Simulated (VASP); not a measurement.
# Al (Fm-3m) in VASP: a series of runs, part 2 of 2

VASP 6.6.1. Earlier steps stand in the parts before.

## Step 3: Relaxation of cell and atoms, revPBE

This run uses another cell than the first one, of 16.60 Å³/atom, 0.993 times its volume.

Input file INCAR:

```
SYSTEM = Al
ALGO = Normal ; EDIFF = 1E-6
EDIFFG = -0.01 ; ENCUT = 600
GGA = RE ; IBRION = 2
ISIF = 3 ; ISMEAR = -1
LASPH = .TRUE. ; LCHARG = .FALSE.
LREAL = .FALSE. ; LWAVE = .FALSE.
NELM = 100 ; NSW = 80
PREC = Accurate ; SIGMA = 0.1
```

Input file KPOINTS:

```
k-points
0
G
  13 13 13
  0 0 0
```

Input file POSCAR:

```
Al
1.0
    0.0000000000      2.0247900000      2.0247900000
    2.0247900000      0.0000000000      2.0247900000
    2.0247900000      2.0247900000      0.0000000000
Al
1
Direct
    0.0000000000      0.0000000000      0.0000000000
```

Potentials or basis: VASP PAW PBE potentials, release 64 (Al).

On the command line:

```console
cat potpaw_PBE.64/Al/POTCAR > POTCAR
mpirun -np 1 vasp_std > vasp.out
```

OUTCAR:

```text
SYSTEM = Al
   EDIFF = 1E-6
   EDIFFG = -0.01
   ENCUT = 600
   GGA = RE
   IBRION = 2
   ISIF = 3
   ISMEAR = -1
   LASPH = .TRUE.
   LREAL = .FALSE.
   NELM = 100
   NSW = 80
   PREC = Accurate

 ion  position               nearest neighbor table
   1  0.000  0.000  0.000-

  LATTYP: Found a face centered cubic cell.
 ALAT       =     4.0495800000

  Lattice vectors:

 A1 = (   0.0000000000,   2.0247900000,   2.0247900000)
 A2 = (   2.0247900000,   0.0000000000,   2.0247900000)
 A3 = (   2.0247900000,   2.0247900000,   0.0000000000)

Analysis of symmetry for initial positions (statically):
=====================================================================
 Subroutine PRICEL returns:
 Original cell was already a primitive cell.

 Routine SETGRP: Setting up the symmetry group for a
 face centered cubic supercell.

 Subroutine GETGRP returns: Found 48 space group operations
 (whereof 48 operations were pure point group operations)
 out of a pool of 48 trial point group operations.

The static configuration has the point symmetry O_h .

[... 201 lines left out ...]
  energy without entropy =       -3.54344759  energy(sigma->0) =       -3.55065599

 E-fermi :   7.8907     XC(G=0): -10.1123

 val. band max:        7.8804933227   @ k =  -0.2308   0.3846   0.1538
 cond. band min:       7.9571880518   @ k =   0.4615   0.2308   0.0000
 fundamental gap:      0.0766947290
 Fermi energy:         7.8906548564

 k-point     1 :       0.0000    0.0000    0.0000
  band No.  band energies     occupation
      1      -3.1035      2.00000
      2      20.4837      0.00000
      3      20.4837      0.00000
      4      20.4837      0.00000
      5      21.9915      0.00000
[... 177 lines left out ...]
 k-point    24 :       0.4615    0.1538    0.0000
  band No.  band energies     occupation
      1       1.9164      2.00000
      2       6.5330      2.00000
      3      14.9857      0.00000
      4      16.1126      0.00000
      5      17.8569      0.00000

 [... further k-points ...]

------------------------ aborting loop because EDIFF is reached ----------------------------------------

  FORCE on cell =-STRESS in cart. coord.  units (eV):
  Direction    XX          YY          ZZ          XY          YZ          ZX
  --------------------------------------------------------------------------------------
  -------------------------------------------------------------------------------------
  Total       -0.0063377     -0.0063377     -0.0063377     -0.0000000      0.0000000      0.0000000
  in kB       -0.6081265     -0.6081265     -0.6081265     -0.0000000      0.0000000      0.0000000
  external PRESSURE =      -0.6081265 kB  Pullay stress =       0.0000000 kB

 VOLUME and BASIS-vectors are now :
 -----------------------------------------------------------------------------
  energy-cutoff  :      600.00
  volume of cell :       16.70
      direct lattice vectors                 reciprocal lattice vectors
    -0.000000000  2.028645176  2.028645176    -0.246469913  0.246469913  0.246469913
     2.028645176 -0.000000000  2.028645176     0.246469913 -0.246469913  0.246469913
     2.028645176  2.028645176 -0.000000000     0.246469913  0.246469913 -0.246469913

 POSITION                                       TOTAL-FORCE (eV/Angst)
 -----------------------------------------------------------------------------------
      0.00000      0.00000      0.00000         0.000000     -0.000000      0.000000
 -----------------------------------------------------------------------------------
    total drift:                                0.000000     -0.000000      0.000000

  FREE ENERGIE OF THE ION-ELECTRON SYSTEM (eV)
  ---------------------------------------------------
  free  energy   TOTEN  =        -3.5578643986 eV

  energy  without entropy=       -3.5434475904  energy(sigma->0) =       -3.55065599

 reached required accuracy - stopping structural energy minimisation
```

OSZICAR:

```text
N       E                     dE             d eps       ncg     rms          rms(c)
DAV:   1    -0.783979951463E+00   -0.78398E+00   -0.94032E+02   860   0.374E+02
DAV:   2    -0.355570941645E+01   -0.27717E+01   -0.25928E+01  1050   0.346E+01
DAV:   3    -0.357923174376E+01   -0.23522E-01   -0.23395E-01  1105   0.400E+00
DAV:   4    -0.357931355777E+01   -0.81814E-04   -0.81812E-04  1140   0.234E-01
DAV:   5    -0.357931405221E+01   -0.49444E-06   -0.49365E-06  1120   0.153E-02    0.172E+00
DAV:   6    -0.356719084110E+01    0.12123E-01   -0.15068E-03  1020   0.337E-01    0.994E-01
DAV:   7    -0.355778637091E+01    0.94045E-02   -0.46174E-03  1000   0.546E-01    0.177E-01
DAV:   8    -0.355777546387E+01    0.10907E-04   -0.21473E-05  1120   0.475E-02    0.256E-02
DAV:   9    -0.355777285110E+01    0.26128E-05   -0.12316E-06  1045   0.877E-03    0.933E-04
DAV:  10    -0.355777250435E+01    0.34675E-06   -0.58111E-09   570   0.908E-04
   1 F= -.35577725E+01 E0= -.35506073E+01  d E =-.355777E+01
       N       E                     dE             d eps       ncg     rms          rms(c)
DAV:   1    -0.355787637176E+01   -0.10352E-03   -0.15488E-03  1090   0.248E-01    0.398E-02
DAV:   2    -0.355786993023E+01    0.64415E-05   -0.10807E-05   915   0.288E-02    0.123E-02
DAV:   3    -0.355786539728E+01    0.45330E-05   -0.86482E-07   685   0.682E-03    0.461E-03
DAV:   4    -0.355786439864E+01    0.99864E-06   -0.25043E-07   455   0.378E-03
   2 F= -.35578644E+01 E0= -.35506560E+01  d E =-.918943E-04
```

CONTCAR:

```text
Al
   1.00000000000000
    -0.0000000000000000    2.0286451758183039    2.0286451758183039
     2.0286451758183039   -0.0000000000000000    2.0286451758183039
     2.0286451758183039    2.0286451758183039   -0.0000000000000000
  Al
     1
Direct
     0.0000000000000000    0.0000000000000000    0.0000000000000000

  0.00000000E+00  0.00000000E+00  0.00000000E+00
```

Wall time 4.3 s (1 thread of Intel Xeon Platinum 8375C at 2.90GHz (Ice Lake), shared host); peak memory 0.13 GiB.

What came out:

```
Free energy                            : -3.5579 eV
Relaxed volume                         : 16.70 Å³/atom
Relaxed cell                           : a = 2.869 Å, b = 2.869 Å, c = 2.869 Å, α = 60.00°, β = 60.00°, γ = 60.00°
Space group after relaxing (to 0.05 Å) : Fm-3m (No. 225)
Energy gained by relaxing              : 0.1 meV/atom
Ionic steps                            : 2
Pressure after relaxing                : -0.1 GPa
```

Final structure:
```yaml
crystal:
  lattice:
    - [0.00000, 2.02865, 2.02865]
    - [2.02865, 0.00000, 2.02865]
    - [2.02865, 2.02865, 0.00000]
  atoms:
    - { symbol: Al, position: [0.00000, 0.00000, 0.00000] }
```

Caveat: the PAW data sets were made with another functional, which shifts forces and pressure a little. Zero-point motion and thermal expansion aren't in these numbers.
